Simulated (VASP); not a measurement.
# GaF (Pm-3m) in VASP: further runs, part 2 of 2

VASP 6.6.1. Earlier steps stand in the parts before.

### Step 4. Single point, HSE06

The input, POSCAR:

```
GaF
1.0
    3.1659200000      0.0000000000      0.0000000000
    0.0000000000      3.1659200000      0.0000000000
    0.0000000000      0.0000000000      3.1659200000
Ga F
1 1
Direct
    0.0000000000      0.0000000000      0.0000000000
    0.5000000000      0.5000000000      0.5000000000
```

The input, INCAR.step1:

```
PREC = Accurate
ENCUT = 520
EDIFF = 1E-5
ISMEAR = -1
SIGMA = 0.05
LREAL = False
LASPH = True
NELM = 80
ALGO = Normal
ISIF = 2
LWAVE = True
LCHARG = False
NBANDS = 17
GGA = PE
```

The input, INCAR.step2:

```
PREC = Accurate
ENCUT = 520
EDIFF = 1E-7
ISMEAR = -1
SIGMA = 0.05
LREAL = False
LASPH = True
NELM = 80
ALGO = Normal
ISIF = 2
LWAVE = False
LCHARG = False
GGA = PE
LHFCALC = True
HFSCREEN = 0.2079
PRECFOCK = Normal
NBANDS = 17
ISTART = 1
```

The input, KPOINTS:

```
Automatic mesh
0
Gamma
  5 5 5
```

Potentials or basis: VASP PAW PBE potentials, release 64 (Ga_d, F).

On the command line:

```bash
$ cat potpaw_PBE.64/Ga_d/POTCAR potpaw_PBE.64/F/POTCAR > POTCAR
$ cp INCAR.step1 INCAR
$ mpirun -np 1 vasp_std > vasp.out
$ cp INCAR.step2 INCAR
$ mpirun -np 1 vasp_std > vasp.out
```

OUTCAR:

```text
PREC = Accurate
   ENCUT = 520
   EDIFF = 1E-7
   ISMEAR = -1
   LREAL = False
   LASPH = True
   NELM = 80
   ISIF = 2
   GGA = PE
   LHFCALC = True
   HFSCREEN = 0.2079
   PRECFOCK = Normal
   ISTART = 1

 ion  position               nearest neighbor table
   1  0.000  0.000  0.000-
   2  0.500  0.500  0.500-

  LATTYP: Found a simple cubic cell.
 ALAT       =     3.1659200000

  Lattice vectors:

 A1 = (   3.1659200000,   0.0000000000,   0.0000000000)
 A2 = (   0.0000000000,   3.1659200000,   0.0000000000)
 A3 = (   0.0000000000,   0.0000000000,   3.1659200000)

Analysis of symmetry for initial positions (statically):
=====================================================================
 Subroutine PRICEL returns:
 Original cell was already a primitive cell.

 Routine SETGRP: Setting up the symmetry group for a
 simple cubic supercell.

 Subroutine GETGRP returns: Found 48 space group operations
 (whereof 48 operations were pure point group operations)
 out of a pool of 48 trial point group operations.

The static configuration has the point symmetry O_h .

Analysis of symmetry for dynamics (positions and initial velocities):
=====================================================================
 Subroutine PRICEL returns:
 Original cell was already a primitive cell.

 Routine SETGRP: Setting up the symmetry group for a
 simple cubic supercell.

 Subroutine GETGRP returns: Found 48 space group operations
 (whereof 48 operations were pure point group operations)
 out of a pool of 48 trial point group operations.

The dynamic configuration has the point symmetry O_h .

 Subroutine INISYM returns: Found 48 space group operations
 (whereof 48 operations are pure point group operations),
 and found     1 'primitive' translations

----------------------------------------------------------------------------------------

                                     Primitive cell

  volume of cell :      31.7322

  direct lattice vectors                    reciprocal lattice vectors
     3.165920000  0.000000000  0.000000000     0.315863951  0.000000000  0.000000000
     0.000000000  3.165920000  0.000000000     0.000000000  0.315863951  0.000000000
     0.000000000  0.000000000  3.165920000     0.000000000  0.000000000  0.315863951

  length of vectors
     3.165920000  3.165920000  3.165920000     0.315863951  0.315863951  0.315863951

  position of ions in fractional coordinates (direct lattice)
     0.000000000  0.000000000  0.000000000
     0.500000000  0.500000000  0.500000000

  ion indices of the primitive-cell ions
   primitive index   ion index
                 1           1
                 2           2

----------------------------------------------------------------------------------------

 KPOINTS: Automatic mesh

Automatic generation of k-mesh.
 Grid dimensions read from file:
 generate k-points for:    5    5    5

 Generating k-lattice:

  Cartesian coordinates                     Fractional coordinates (reciprocal lattice)
     0.063172790  0.000000000  0.000000000     0.200000000  0.000000000  0.000000000
     0.000000000  0.063172790  0.000000000     0.000000000  0.200000000  0.000000000
     0.000000000  0.000000000  0.063172790     0.000000000  0.000000000  0.200000000

  Length of vectors
     0.063172790  0.063172790  0.063172790

  Shift w.r.t. Gamma in fractional coordinates (k-lattice)
     0.000000000  0.000000000  0.000000000

 Subroutine IBZKPT returns following result:
 ===========================================

 Found     10 irreducible k-points:

 Following reciprocal coordinates:
            Coordinates               Weight
  0.000000  0.000000  0.000000      1.000000
  0.200000  0.000000  0.000000      6.000000
  0.400000  0.000000  0.000000      6.000000
  0.200000  0.200000  0.000000     12.000000
  0.400000  0.200000  0.000000     24.000000
  0.400000  0.400000  0.000000     12.000000
  0.200000  0.200000  0.200000      8.000000
  0.400000  0.200000  0.200000     24.000000
  0.400000  0.400000  0.200000     24.000000
  0.400000  0.400000  0.400000      8.000000
   k-points           NKPTS =     10   k-points in BZ     NKDIM =    125   number of bands    NBANDS=     17
   number of dos      NEDOS =    301   number of ions     NIONS =      2
   total plane-waves  NPLWV =  13824
   dimension x,y,z NGX =    24 NGY =   24 NGZ =   24
   dimension x,y,z NGXF=    48 NGYF=   48 NGZF=   48
   ions per type =               1   1
   NGX,Y,Z   is equivalent  to a cutoff of  12.60, 12.60, 12.60 a.u.
   NGXF,Y,Z  is equivalent  to a cutoff of  25.21, 25.21, 25.21 a.u.
 SYSTEM =  unknown system
   PREC   = accura    normal or accurate (medium, high low for compatibility)
   ISTART =      1    job   : 0-new  1-cont  2-samecut
   ICHARG =      0    charge: 1-file 2-atom 10-const
   ISPIN  =      1    spin polarized calculation?
   LNONCOLLINEAR =      F non collinear calculations
   LSORBIT =      F    spin-orbit coupling
   LASPH  =      T    aspherical Exc in radial PAW
   ENCUT  =  520.0 eV  38.22 Ry    6.18 a.u.   5.89  5.89  5.89*2*pi/ulx,y,z
   NELM   =     80;   NELMIN=  2; NELMDL=  0     # of ELM steps
   EDIFF  = 0.1E-06   stopping-criterion for ELM
   LREAL  =      F    real-space projection
   EDIFFG = 0.1E-05   stopping-criterion for IOM
   NSW    =      0    number of steps for IOM
   IBRION =     -1    ionic relax: 0-MD 1-quasi-New 2-CG
   NFREE  =      0    steps in history (QN), initial steepest desc. (CG)
   ISIF   =      2    stress and relaxation
   ISYM   =      3    0-nonsym 1-usesym 2-fastsym
   POTIM  = 0.5000    time-step for ionic-motion
   TEBEG  =    0.0;   TEEND  =   0.0 temperature during run
   PSTRESS=    0.0 pullay stress
   NELECT =      20.0000    total number of electrons
   NUPDOWN=      -1.0000    fix difference up-down
   EMIN   =  10.00;   EMAX   =-10.00  energy-range for DOS
   EFERMI =   0.00;   METHOD = LEGACY
   ISMEAR =    -1;   SIGMA  =   0.05  broadening in eV -4-tet -1-fermi 0-gaus
   EFERMI_NEDOS =   21; number of points for ismear=-14 and -15
   IALGO  =     38    algorithm
   IMIX   =      1    mixing-type and parameters
     AMIX     =   0.40;   BMIX     =  1.00
     AMIX_MAG =   1.60;   BMIX_MAG =  1.00
  volume/ion in A,a.u.               =      15.87       107.07
  Fermi-wavevector in a.u.,A,eV,Ry     =   1.403627  2.652469 26.805754  1.970167
  Thomas-Fermi vector in A             =   2.526269
   LORBIT       =      0    0 simple, 1 ext, 2 COOP (PROOUT), +10 PAW based schemes
   GGA     = PE    functional components
   LHFCALC =     T    Hartree Fock is set to
   PRECFOCK=normal    Normal, Fast or Accurate (Low or Medium for compatibility)
   ENCUT4O =  -1.0   cutoff for four orbital integrals eV
   NKREDX  =     1    reduce k-point grid by
   NKREDY  =     1    reduce k-point grid by
   NKREDZ  =     1    reduce k-point grid by
   AEXX    =    0.2500 exact exchange contribution
   HFSCREEN=    0.2079 screening length (either q_TF or 0.3 A-1)
   HFSCREENC=   0.2079 screening length for correlation (either q_TF or 0.3 A-1)
   ENCUTFOCK=  -1.0 apply spherical cutoff to Coloumb kernel
   IVDW    =     0    specifies the selected vdW correction
   LEPSILON=     F    determine dielectric tensor
   LRPA    =     F    only Hartree local field effects (RPA)
 non-spin polarized calculation
  energy-cutoff  :      520.00
  volume of cell :       31.73
 maximum number of plane-waves:       867
 NGX is ok and might be reduce to    24
  NGX = 18; NGY = 18; NGZ = 18

 number of electron      19.9999980 magnetization

 Free energy of the ion-electron system (eV)
  ---------------------------------------------------
  ext. energy  EPLUGINS =         0.00000000
  ---------------------------------------------------
  free energy    TOTEN  =        -9.18455819 eV

  energy without entropy =       -9.18455819  energy(sigma->0) =       -9.18455819

 E-fermi :   2.3883     XC(G=0):  -8.2937

 val. band max:        1.2458428747   @ k =   0.4000   0.4000   0.4000
 cond. band min:       4.1067866752   @ k =   0.4000   0.0000   0.0000
 fundamental gap:      2.8609438005
 Fermi energy:         2.3882502162

 k-point     1 :       0.0000    0.0000    0.0000
  band No.  band energies     occupation
      1     -22.6672      2.00000
      2     -14.7410      2.00000
      3     -14.7410      2.00000
      4     -14.5910      2.00000
      5     -14.5910      2.00000
      6     -14.5910      2.00000
[... 177 lines left out ...]
      4     -14.6688      2.00000
      5     -14.5633      2.00000
      6     -14.5633      2.00000
[... 9 lines left out ...]
     16      15.5952      0.00000
     17      25.1695      0.00000

------------------------ aborting loop because EDIFF is reached ----------------------------------------

  FORCE on cell =-STRESS in cart. coord.  units (eV):
  Direction    XX          YY          ZZ          XY          YZ          ZX
  --------------------------------------------------------------------------------------
  -------------------------------------------------------------------------------------
  Total       -0.1295699     -0.1295699     -0.1295699     -0.0000000     -0.0000000      0.0000000
  in kB       -6.5420636     -6.5420636     -6.5420636     -0.0000000     -0.0000000      0.0000000
  external PRESSURE =      -6.5420636 kB  Pullay stress =       0.0000000 kB

 VOLUME and BASIS-vectors are now :
 -----------------------------------------------------------------------------
  energy-cutoff  :      520.00
  volume of cell :       31.73
      direct lattice vectors                 reciprocal lattice vectors
     3.165920000  0.000000000  0.000000000     0.315863951  0.000000000  0.000000000
     0.000000000  3.165920000  0.000000000     0.000000000  0.315863951  0.000000000
     0.000000000  0.000000000  3.165920000     0.000000000  0.000000000  0.315863951

 POSITION                                       TOTAL-FORCE (eV/Angst)
 -----------------------------------------------------------------------------------
      0.00000      0.00000      0.00000         0.000000      0.000000      0.000000
      1.58296      1.58296      1.58296         0.000000      0.000000      0.000000
 -----------------------------------------------------------------------------------
    total drift:                               -0.000008     -0.000001      0.000009

  FREE ENERGIE OF THE ION-ELECTRON SYSTEM (eV)
  ---------------------------------------------------
  free  energy   TOTEN  =        -9.1845581867 eV

  energy  without entropy=       -9.1845581867  energy(sigma->0) =       -9.18455819
```

OUTCAR.step1:

```text
PREC = Accurate
   ENCUT = 520
   EDIFF = 1E-5
   ISMEAR = -1
   LREAL = False
[... 405 lines left out ...]
      0.00000      0.00000      0.00000         0.000000      0.000000      0.000000
      1.58296      1.58296      1.58296         0.000000      0.000000      0.000000
 -----------------------------------------------------------------------------------
    total drift:                                0.000000      0.000000     -0.000000

  FREE ENERGIE OF THE ION-ELECTRON SYSTEM (eV)
  ---------------------------------------------------
  free  energy   TOTEN  =        -7.4433251220 eV

  energy  without entropy=       -7.4433251220  energy(sigma->0) =       -7.44332512
```

OSZICAR.step1:

```text
N       E                     dE             d eps       ncg     rms          rms(c)
DAV:   1     0.113079803960E+03    0.11308E+03   -0.10789E+04   372   0.194E+03
DAV:   2     0.387036208281E+00   -0.11269E+03   -0.10579E+03   364   0.343E+02
DAV:   3    -0.842306193844E+01   -0.88101E+01   -0.87792E+01   408   0.833E+01
DAV:   4    -0.852465193553E+01   -0.10159E+00   -0.10156E+00   375   0.916E+00
DAV:   5    -0.852604556283E+01   -0.13936E-02   -0.13935E-02   438   0.104E+00    0.570E+00
DAV:   6    -0.750868766964E+01    0.10174E+01   -0.39303E+00   380   0.161E+01    0.241E+00
DAV:   7    -0.746382284189E+01    0.44865E-01   -0.28005E-01   355   0.389E+00    0.101E+00
DAV:   8    -0.744473695069E+01    0.19086E-01   -0.85561E-02   371   0.245E+00    0.324E-01
DAV:   9    -0.744309349640E+01    0.16435E-02   -0.60337E-03   409   0.570E-01    0.813E-02
DAV:  10    -0.744335042684E+01   -0.25693E-03   -0.26434E-04   359   0.184E-01    0.319E-02
DAV:  11    -0.744332431737E+01    0.26109E-04   -0.66375E-05   391   0.880E-02    0.568E-03
DAV:  12    -0.744332512204E+01   -0.80467E-06   -0.49554E-06   246   0.197E-02
   1 F= -.74433251E+01 E0= -.74433251E+01  d E =-.197162E-10
```

Wall time 12 min (1 thread of Intel Xeon Platinum 8259CL at 2.50GHz (Skylake/Cascade Lake), shared host); peak memory 0.25 GiB.

What came out:

- Free energy: -9.1846 eV
- Pressure: -0.7 GPa
- Band gap on the k mesh: 2.86 eV, indirect (least direct gap 3.72 eV)

Caveat: the PAW data sets were made with another functional, which shifts forces and pressure a little.

### Step 5. Single point, PBE0

POSCAR is that of step 4.

The input, INCAR.step1:

```
ALGO = Normal ; EDIFF = 1E-5
ENCUT = 520 ; GGA = PE
ISIF = 2 ; ISMEAR = -1
LASPH = True ; LCHARG = False
LREAL = False ; LWAVE = True
NBANDS = 17 ; NELM = 80
PREC = Accurate ; SIGMA = 0.05
```

The input, INCAR.step2:

```
AEXX = 0.25 ; ALGO = Normal
EDIFF = 1E-6 ; ENCUT = 520
GGA = PE ; ISIF = 2
ISMEAR = -1 ; ISTART = 1
LASPH = True ; LCHARG = False
LHFCALC = True ; LREAL = False
LWAVE = False ; NBANDS = 17
NELM = 80 ; PREC = Accurate
PRECFOCK = Normal ; SIGMA = 0.05
```

The input, KPOINTS:

```
k-points
0
Gamma
  5 5 5
```

On the command line:

```bash
$ cat potpaw_PBE.64/Ga_d/POTCAR potpaw_PBE.64/F/POTCAR > POTCAR
$ cp INCAR.step1 INCAR
$ mpirun -np 1 vasp_std > vasp.out
$ cp INCAR.step2 INCAR
$ mpirun -np 1 vasp_std > vasp.out
```

Wall time 9.9 min (1 thread of Intel Xeon Platinum 8259CL at 2.50GHz (Skylake/Cascade Lake), shared host); peak memory 0.15 GiB.

Results (log left out):

| Quantity | Value |
| --- | --- |
| Free energy | -9.8602 eV |
| Pressure | -0.8 GPa |
| Band gap on the k mesh | 3.58 eV, indirect (least direct gap 4.45 eV) |

Levels at points of the mesh, in eV from the valence-band top:
```csv
k point,band 7,band 8,band 9,band 10,band 11,band 12,band 13,band 14
"(0.00, 0.00, 0.00)",-5.73,-3.56,-3.56,-3.56,11.29,11.29,11.29,12.39
```

Caveat: the PAW data sets were made with another functional, which shifts forces and pressure a little. A k mesh can miss the band edges.

### Step 6. The runs side by side

| level | grid for exact exchange (PRECFOCK) | screening parameter | gap on the mesh (eV) | pressure (GPa) |
| --- | --- | --- | --- | --- |
| BLYP | - | - | 2.58 | 2.9 |
| r2SCAN | - | - | 2.54 | -2.3 |
| HSE06 | Normal | 0.2079 1/Å | 2.86 | -0.7 |
| PBE0 | Normal | - | 3.58 | -0.8 |

Alike in all rows: task single point; potentials or basis VASP PAW PBE potentials, release 64 (Ga_d, F); no spin polarisation; cell as given; k mesh 5 × 5 × 5; cutoff (eV) 520; smearing fermi-dirac 0.05 eV.

On the cell as given the gap runs from 2.54 eV (r2SCAN) to 3.58 eV (PBE0). The pressure there spans -2.3 GPa (r2SCAN) to 2.9 GPa (BLYP); a positive pressure means that this level wants a larger cell, a negative one a smaller.

Caveats: the PAW data sets were made with another functional, which shifts forces and pressure a little.

Absolute energies hang on the potentials; compare differences alone.
